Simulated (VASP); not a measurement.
# Al (Fm-3m) in VASP: a series of runs

Runs on Al. Level: LDA. Tasks: single point, relaxation of cell and atoms.

Everything below comes from runs of VASP 6.6.1. Logs are shortened: lines on timing, memory, paths and dates and some standing lists are left out, and cuts for length are marked.

### Step 1. The cell of the first run

Symmetry: Fm-3m, No. 225, cubic system. The conventional cell has a = 3.984 Å, b = 3.984 Å, c = 3.984 Å, α = 90.00°, β = 90.00°, γ = 90.00°. Al (site symmetry m-3m) has 12 Al at 2.82 Å within 3.7 Å.

### Step 2. Single point, LDA

File INCAR:

```
SYSTEM = Al
PREC = Accurate ; ENCUT = 520
EDIFF = 1E-6 ; ISMEAR = 0
SIGMA = 0.2 ; LREAL = .FALSE.
LASPH = .TRUE. ; NELM = 60
ALGO = Normal ; ISIF = 2
LWAVE = .FALSE. ; LCHARG = .FALSE.
GGA = CA ; NBANDS = 8
```

File KPOINTS:

```
regular mesh
0
G
  28 28 28
  0 0 0
```

File POSCAR:

```
Al
1.0
    0.0000000000      1.9917598794      1.9917598794
    1.9917598794      0.0000000000      1.9917598794
    1.9917598794      1.9917598794      0.0000000000
Al
1
Direct
    0.0000000000      0.0000000000      0.0000000000
```

Potentials or basis: VASP PAW LDA potentials, release 64 (Al).

On the command line:

```
$ cat potpaw_LDA.64/Al/POTCAR > POTCAR
$ mpirun -np 1 vasp_std > vasp.out
```

OUTCAR:

```text
SYSTEM = Al
   PREC = Accurate
   ENCUT = 520
   EDIFF = 1E-6
   ISMEAR = 0
   LREAL = .FALSE.
   LASPH = .TRUE.
   NELM = 60
   ISIF = 2
   GGA = CA

 ion  position               nearest neighbor table
   1  0.000  0.000  0.000-

  LATTYP: Found a face centered cubic cell.
 ALAT       =     3.9835197588

  Lattice vectors:

 A1 = (   0.0000000000,   1.9917598794,   1.9917598794)
 A2 = (   1.9917598794,   0.0000000000,   1.9917598794)
 A3 = (   1.9917598794,   1.9917598794,   0.0000000000)

Analysis of symmetry for initial positions (statically):
=====================================================================
 Subroutine PRICEL returns:
 Original cell was already a primitive cell.

 Routine SETGRP: Setting up the symmetry group for a
 face centered cubic supercell.

 Subroutine GETGRP returns: Found 48 space group operations
 (whereof 48 operations were pure point group operations)
 out of a pool of 48 trial point group operations.

The static configuration has the point symmetry O_h .

Analysis of symmetry for dynamics (positions and initial velocities):
=====================================================================
 Subroutine PRICEL returns:
 Original cell was already a primitive cell.

 Routine SETGRP: Setting up the symmetry group for a
 face centered cubic supercell.

 Subroutine GETGRP returns: Found 48 space group operations
 (whereof 48 operations were pure point group operations)
 out of a pool of 48 trial point group operations.

The dynamic configuration has the point symmetry O_h .

 Subroutine INISYM returns: Found 48 space group operations
 (whereof 48 operations are pure point group operations),
 and found     1 'primitive' translations

----------------------------------------------------------------------------------------

                                     Primitive cell

  volume of cell :      15.8031

  direct lattice vectors                    reciprocal lattice vectors
     0.000000000  1.991759879  1.991759879    -0.251034276  0.251034276  0.251034276
     1.991759879  0.000000000  1.991759879     0.251034276 -0.251034276  0.251034276
     1.991759879  1.991759879  0.000000000     0.251034276  0.251034276 -0.251034276

  length of vectors
     2.816773834  2.816773834  2.816773834     0.434804121  0.434804121  0.434804121

  position of ions in fractional coordinates (direct lattice)
     0.000000000  0.000000000  0.000000000

  ion indices of the primitive-cell ions
   primitive index   ion index
                 1           1

----------------------------------------------------------------------------------------

 KPOINTS: regular mesh

Automatic generation of k-mesh.
 Grid dimensions read from file:
 generate k-points for:   28   28   28

 Generating k-lattice:

  Cartesian coordinates                     Fractional coordinates (reciprocal lattice)
    -0.008965510  0.008965510  0.008965510     0.035714286  0.000000000  0.000000000
     0.008965510 -0.008965510  0.008965510     0.000000000  0.035714286  0.000000000
     0.008965510  0.008965510 -0.008965510     0.000000000  0.000000000  0.035714286

  Length of vectors
     0.015528719  0.015528719  0.015528719

  Shift w.r.t. Gamma in fractional coordinates (k-lattice)
     0.000000000  0.000000000  0.000000000

 Subroutine IBZKPT returns following result:
 ===========================================

 Found    624 irreducible k-points:

 Following reciprocal coordinates:
            Coordinates               Weight
  0.000000  0.000000  0.000000      1.000000
  0.035714  0.000000  0.000000      8.000000
  0.071429  0.000000  0.000000      8.000000
  0.107143  0.000000  0.000000      8.000000
  0.142857  0.000000  0.000000      8.000000
  0.178571  0.000000  0.000000      8.000000
[... 16 lines left out ...]
  0.285714  0.035714  0.000000     24.000000
  0.321429  0.035714  0.000000     24.000000
 [... further k-points ...]
   k-points           NKPTS =    624   k-points in BZ     NKDIM =    624   number of bands    NBANDS=      8
   number of dos      NEDOS =    301   number of ions     NIONS =      1
   total plane-waves  NPLWV =  13824
   dimension x,y,z NGX =    24 NGY =   24 NGZ =   24
   dimension x,y,z NGXF=    48 NGYF=   48 NGZF=   48
   ions per type =               1
   NGX,Y,Z   is equivalent  to a cutoff of  14.16, 14.16, 14.16 a.u.
   NGXF,Y,Z  is equivalent  to a cutoff of  28.33, 28.33, 28.33 a.u.
 SYSTEM =  Al
   PREC   = accura    normal or accurate (medium, high low for compatibility)
   ISTART =      0    job   : 0-new  1-cont  2-samecut
   ICHARG =      2    charge: 1-file 2-atom 10-const
   ISPIN  =      1    spin polarized calculation?
   LNONCOLLINEAR =      F non collinear calculations
   LSORBIT =      F    spin-orbit coupling
   LASPH  =      T    aspherical Exc in radial PAW
   ENCUT  =  520.0 eV  38.22 Ry    6.18 a.u.   5.24  5.24  5.24*2*pi/ulx,y,z
   NELM   =     60;   NELMIN=  2; NELMDL= -5     # of ELM steps
   EDIFF  = 0.1E-05   stopping-criterion for ELM
   LREAL  =      F    real-space projection
   EDIFFG = 0.1E-04   stopping-criterion for IOM
   NSW    =      0    number of steps for IOM
   IBRION =     -1    ionic relax: 0-MD 1-quasi-New 2-CG
   NFREE  =      0    steps in history (QN), initial steepest desc. (CG)
   ISIF   =      2    stress and relaxation
   ISYM   =      2    0-nonsym 1-usesym 2-fastsym
   POTIM  = 0.5000    time-step for ionic-motion
   TEBEG  =    0.0;   TEEND  =   0.0 temperature during run
   PSTRESS=    0.0 pullay stress
   NELECT =       3.0000    total number of electrons
   NUPDOWN=      -1.0000    fix difference up-down
   EMIN   =  10.00;   EMAX   =-10.00  energy-range for DOS
   EFERMI =   0.00;   METHOD = LEGACY
   ISMEAR =     0;   SIGMA  =   0.20  broadening in eV -4-tet -1-fermi 0-gaus
   EFERMI_NEDOS =   21; number of points for ismear=-14 and -15
   IALGO  =     38    algorithm
   IMIX   =      4    mixing-type and parameters
     AMIX     =   0.40;   BMIX     =  1.00
     AMIX_MAG =   1.60;   BMIX_MAG =  1.00
  volume/ion in A,a.u.               =      15.80       106.64
  Fermi-wavevector in a.u.,A,eV,Ry     =   0.940882  1.778008 12.044667  0.885258
  Thomas-Fermi vector in A             =   2.068337
   LORBIT       =      0    0 simple, 1 ext, 2 COOP (PROOUT), +10 PAW based schemes
   GGA     = CA    functional components
   LHFCALC =     F    Hartree Fock is set to
   AEXX    =    0.0000 exact exchange contribution
   IVDW    =     0    specifies the selected vdW correction
   LEPSILON=     F    determine dielectric tensor
   LRPA    =     F    only Hartree local field effects (RPA)
 non-spin polarized calculation
 Gauss-broadening in eV      SIGMA  =   0.20
  energy-cutoff  :      520.00
  volume of cell :       15.80
 maximum number of plane-waves:       444
 NGX is ok and might be reduce to    24
   NGX = 11   NGY = 11   NGZ = 11

 number of electron       3.0000000 magnetization

 Free energy of the ion-electron system (eV)
  ---------------------------------------------------
  ext. energy  EPLUGINS =         0.00000000
  ---------------------------------------------------
  free energy    TOTEN  =        -4.19523730 eV

  energy without entropy =       -4.18682853  energy(sigma->0) =       -4.19103292

 E-fermi :   8.2476     XC(G=0): -10.5044

 val. band max:        8.2324081154   @ k =   0.5000   0.3929   0.0000
 cond. band min:       8.2500886665   @ k =  -0.3571   0.4286   0.1786
 fundamental gap:      0.0176805511
 Fermi energy:         8.2476153252

 k-point     1 :       0.0000    0.0000    0.0000
  band No.  band energies     occupation
      1      -3.1542      2.00000
      2      21.0530      0.00000
      3      21.0530      0.00000
      4      21.0530      0.00000
      5      22.7088      0.00000
      6      22.7088      0.00000
      7      22.7088      0.00000
      8      25.1753      0.00000

 k-point     2 :       0.0357    0.0000    0.0000
  band No.  band energies     occupation
      1      -3.1187      2.00000
      2      20.2813      0.00000
      3      20.9152      0.00000
      4      20.9152      0.00000
      5      22.9020      0.00000
      6      22.9020      0.00000
      7      23.0889      0.00000
      8      25.5442      0.00000

 k-point     3 :       0.0714    0.0000    0.0000
  band No.  band energies     occupation
      1      -3.0119      2.00000
      2      18.9225      0.00000
      3      20.6183      0.00000
      4      20.6183      0.00000
      5      23.3566      0.00000
      6      23.3615      0.00000
      7      23.3615      0.00000
      8      26.5700      0.00000

 k-point     4 :       0.1071    0.0000    0.0000
  band No.  band energies     occupation
      1      -2.8342      2.00000
      2      17.4619      0.00000
      3      20.2935      0.00000
      4      20.2935      0.00000
      5      23.3707      0.00000
      6      23.9383      0.00000
      7      23.9383      0.00000
      8      26.5359      0.00000

 k-point     5 :       0.1429    0.0000    0.0000
  band No.  band energies     occupation
      1      -2.5857      2.00000
      2      15.9913      0.00000
      3      19.9926      0.00000
      4      19.9926      0.00000
      5      23.2849      0.00000
      6      24.4861      0.00000
      7      24.4861      0.00000
      8      25.9364      0.00000
[... 177 lines left out ...]
 k-point    22 :       0.2500    0.0357    0.0000
  band No.  band energies     occupation
      1      -1.5497      2.00000
      2      12.2333      0.00000
      3      18.6993      0.00000
      4      19.7898      0.00000
      5      22.5557      0.00000
      6      23.4235      0.00000
      7      24.2468      0.00000
      8      26.2364      0.00000

 k-point    23 :       0.2857    0.0357    0.0000
  band No.  band energies     occupation
      1      -1.0464      2.00000
      2      10.8956      0.00000
      3      18.5791      0.00000
      4      19.6803      0.00000
      5      21.8953      0.00000
      6      23.3631      0.00000
      7      23.6146      0.00000
      8      26.9516      0.00000

 k-point    24 :       0.3214    0.0357    0.0000
  band No.  band energies     occupation
      1      -0.4750      2.00000
      2       9.6083      0.00000
      3      18.5170      0.00000
      4      19.6255      0.00000
      5      21.2761      0.00000
      6      23.0148      0.00000
      7      23.3517      0.00000
      8      26.6571      0.00000

 [... further k-points ...]

------------------------ aborting loop because EDIFF is reached ----------------------------------------

  FORCE on cell =-STRESS in cart. coord.  units (eV):
  Direction    XX          YY          ZZ          XY          YZ          ZX
  --------------------------------------------------------------------------------------
  -------------------------------------------------------------------------------------
  Total        0.0074161      0.0074161      0.0074161     -0.0000000     -0.0000000     -0.0000000
  in kB        0.7518769      0.7518769      0.7518769     -0.0000000     -0.0000000     -0.0000000
  external PRESSURE =       0.7518769 kB  Pullay stress =       0.0000000 kB

 VOLUME and BASIS-vectors are now :
 -----------------------------------------------------------------------------
  energy-cutoff  :      520.00
  volume of cell :       15.80
      direct lattice vectors                 reciprocal lattice vectors
     0.000000000  1.991759879  1.991759879    -0.251034276  0.251034276  0.251034276
     1.991759879  0.000000000  1.991759879     0.251034276 -0.251034276  0.251034276
     1.991759879  1.991759879  0.000000000     0.251034276  0.251034276 -0.251034276

 POSITION                                       TOTAL-FORCE (eV/Angst)
 -----------------------------------------------------------------------------------
      0.00000      0.00000      0.00000        -0.000000     -0.000000     -0.000000
 -----------------------------------------------------------------------------------
    total drift:                               -0.000000      0.000000      0.000000

  FREE ENERGIE OF THE ION-ELECTRON SYSTEM (eV)
  ---------------------------------------------------
  free  energy   TOTEN  =        -4.1952373040 eV

  energy  without entropy=       -4.1868285318  energy(sigma->0) =       -4.19103292
```

Wall time 20 s (1 thread of Intel Xeon 6975P-C (Granite Rapids), shared host); peak memory 0.17 GiB.

Results:

```yaml
Free_energy: -4.1952 eV
Pressure: 0.1 GPa
Band_gap_on_the_k_mesh: zero (an odd number of electrons rules out a gap without spin polarisation)
```

### Step 3. Relaxation of cell and atoms, LDA

This run uses another cell than the first one, of 16.60 Å³/atom.

File INCAR:

```
SYSTEM = Al
ALGO     = Normal         ! electronic algorithm
EDIFF    = 1E-6           ! SCF threshold, eV
EDIFFG   = -0.002         ! ionic threshold
ENCUT    = 600            ! plane-wave cutoff, eV
GGA      = CA             ! functional
IBRION   = 2              ! ionic algorithm
ISIF     = 3              ! what is computed and relaxed
ISMEAR   = 0              ! smearing method
LASPH    = .TRUE.         ! aspherical terms in the spheres
LCHARG   = .FALSE.        ! write CHGCAR
LREAL    = .FALSE.        ! projectors in reciprocal space
LWAVE    = .FALSE.        ! write WAVECAR
NELM     = 60             ! most SCF steps
NSW      = 80             ! ionic steps
PREC     = Accurate       ! precision mode
SIGMA    = 0.2            ! smearing width, eV
```

File KPOINTS:

```
k-points
0
G
  28 28 28
  0 0 0
```

File POSCAR:

```
Al
1.0
    0.0000000000      2.0248050000      2.0248050000
    2.0248050000      0.0000000000      2.0248050000
    2.0248050000      2.0248050000      0.0000000000
Al
1
Direct
    0.0000000000      0.0000000000      0.0000000000
```

Potentials or basis: VASP PAW LDA potentials, release 64 (Al).

On the command line:

```
$ cat potpaw_LDA.64/Al/POTCAR > POTCAR
$ mpirun -np 1 vasp_std > vasp.out
```

OUTCAR:

```text
SYSTEM = Al
   EDIFF = 1E-6
   EDIFFG = -0.002
   ENCUT = 600
   GGA = CA
   IBRION = 2
   ISIF = 3
   ISMEAR = 0
   LASPH = .TRUE.
   LREAL = .FALSE.
   NELM = 60
   NSW = 80
   PREC = Accurate

 ion  position               nearest neighbor table
   1  0.000  0.000  0.000-

  LATTYP: Found a face centered cubic cell.
 ALAT       =     4.0496100000

  Lattice vectors:

 A1 = (   0.0000000000,   2.0248050000,   2.0248050000)
 A2 = (   2.0248050000,   0.0000000000,   2.0248050000)
 A3 = (   2.0248050000,   2.0248050000,   0.0000000000)

Analysis of symmetry for initial positions (statically):
=====================================================================
 Subroutine PRICEL returns:
 Original cell was already a primitive cell.

 Routine SETGRP: Setting up the symmetry group for a
 face centered cubic supercell.

 Subroutine GETGRP returns: Found 48 space group operations
 (whereof 48 operations were pure point group operations)
 out of a pool of 48 trial point group operations.

The static configuration has the point symmetry O_h .

Analysis of symmetry for dynamics (positions and initial velocities):
=====================================================================
[... 165 lines left out ...]
  Total       -0.3775418     -0.3775418     -0.3775418      0.0000000      0.0000000      0.0000000
  in kB      -36.4330861    -36.4330861    -36.4330861      0.0000000      0.0000000      0.0000000
  external PRESSURE =     -36.4330861 kB  Pullay stress =       0.0000000 kB
[... 57 lines left out ...]
--------------------------------------- Ionic step        3  -------------------------------------------

 number of electron       3.0000000 magnetization

 Free energy of the ion-electron system (eV)
  ---------------------------------------------------
  ext. energy  EPLUGINS =         0.00000000
  ---------------------------------------------------
  free energy    TOTEN  =        -4.19530978 eV

  energy without entropy =       -4.18689531  energy(sigma->0) =       -4.19110254

 E-fermi :   8.2382     XC(G=0): -10.5011

 val. band max:        8.2229475995   @ k =   0.5000   0.3929   0.0000
 cond. band min:       8.2413318842   @ k =  -0.3571   0.4286   0.1071
 fundamental gap:      0.0183842847
 Fermi energy:         8.2381896170

 k-point     1 :       0.0000    0.0000    0.0000
  band No.  band energies     occupation
      1      -3.1575      2.00000
      2      21.0389      0.00000
      3      21.0389      0.00000
      4      21.0389      0.00000
      5      22.6877      0.00000
[... 177 lines left out ...]
 k-point    24 :       0.3214    0.0357    0.0000
  band No.  band energies     occupation
      1      -0.4798      2.00000
      2       9.5982      0.00000
      3      18.5016      0.00000
      4      19.6098      0.00000
      5      21.2593      0.00000

 [... further k-points ...]

------------------------ aborting loop because EDIFF is reached ----------------------------------------

  FORCE on cell =-STRESS in cart. coord.  units (eV):
  Direction    XX          YY          ZZ          XY          YZ          ZX
  --------------------------------------------------------------------------------------
  -------------------------------------------------------------------------------------
  Total        0.0005397      0.0005397      0.0005397     -0.0000000     -0.0000000     -0.0000000
  in kB        0.0546744      0.0546744      0.0546744     -0.0000000     -0.0000000     -0.0000000
  external PRESSURE =       0.0546744 kB  Pullay stress =       0.0000000 kB
[... 16 lines left out ...]
  FREE ENERGIE OF THE ION-ELECTRON SYSTEM (eV)
  ---------------------------------------------------
  free  energy   TOTEN  =        -4.1953097790 eV

  energy  without entropy=       -4.1868953110  energy(sigma->0) =       -4.19110254

 reached required accuracy - stopping structural energy minimisation
```

OSZICAR:

```text
N       E                     dE             d eps       ncg     rms          rms(c)
DAV:   1    -0.172090952409E+01   -0.17209E+01   -0.10126E+03  6425   0.390E+02
DAV:   2    -0.419042055786E+01   -0.24695E+01   -0.22905E+01  7845   0.332E+01
DAV:   3    -0.421471888475E+01   -0.24298E-01   -0.24222E-01  8430   0.375E+00
[... 14 lines left out ...]
       N       E                     dE             d eps       ncg     rms          rms(c)
DAV:   1    -0.419533051426E+01   -0.20849E-03   -0.21693E-03  7690   0.296E-01    0.378E-02
DAV:   2    -0.419531814973E+01    0.12365E-04   -0.13140E-05  6785   0.318E-02    0.149E-02
DAV:   3    -0.419531015669E+01    0.79930E-05   -0.32047E-06  7985   0.108E-02    0.435E-03
DAV:   4    -0.419530977899E+01    0.37770E-06   -0.18821E-07  3590   0.268E-03
   3 F= -.41953098E+01 E0= -.41911025E+01  d E =-.934665E-02
```

CONTCAR:

```text
Al
   1.00000000000000
     0.0000000000000000    1.9923337498727187    1.9923337498727187
     1.9923337498727187    0.0000000000000000    1.9923337498727187
     1.9923337498727187    1.9923337498727187   -0.0000000000000000
  Al
     1
Direct
     0.0000000000000000    0.0000000000000000    0.0000000000000000

  0.00000000E+00  0.00000000E+00  0.00000000E+00
```

Run time: 21 s. Hardware: 1 thread of Intel Xeon 6975P-C (Granite Rapids), shared host; peak memory 0.18 GiB.

Results:

```
Free energy                           : -4.1953 eV
Relaxed volume                        : 15.82 Å³/atom
Relaxed cell                          : a = 2.818 Å, b = 2.818 Å, c = 2.818 Å, α = 60.00°, β = 60.00°, γ = 60.00°
Space group after relaxing (to 0.1 Å) : Fm-3m (No. 225)
Energy gained by relaxing             : 9.3 meV/atom
Ionic steps                           : 3
Pressure after relaxing               : 0.0 GPa
Band gap on the k mesh                : zero (an odd number of electrons rules out a gap without spin polarisation)
```

Step by step:
```tsv
step	energy change (eV)	largest force (eV/Å)	pressure (GPa)	volume (Å³)
1	0.0000	0.0000	-3.64	16.60
2	-0.0092	0.0000	0.57	15.71
3	-0.0093	0.0000	0.01	15.82
```

Final structure:
```cif
data_structure
_symmetry_space_group_name_H-M 'P 1'
_symmetry_Int_Tables_number 1
_cell_length_a 2.8176
_cell_length_b 2.8176
_cell_length_c 2.8176
_cell_angle_alpha 60.000
_cell_angle_beta 60.000
_cell_angle_gamma 60.000
_cell_volume 15.82
loop_
_atom_site_label
_atom_site_type_symbol
_atom_site_fract_x
_atom_site_fract_y
_atom_site_fract_z
_atom_site_occupancy
Al1 Al 0.00000 0.00000 0.00000 1
```

LDA usually gives volumes a few per cent too small. Zero-point motion and thermal expansion aren't in these numbers.
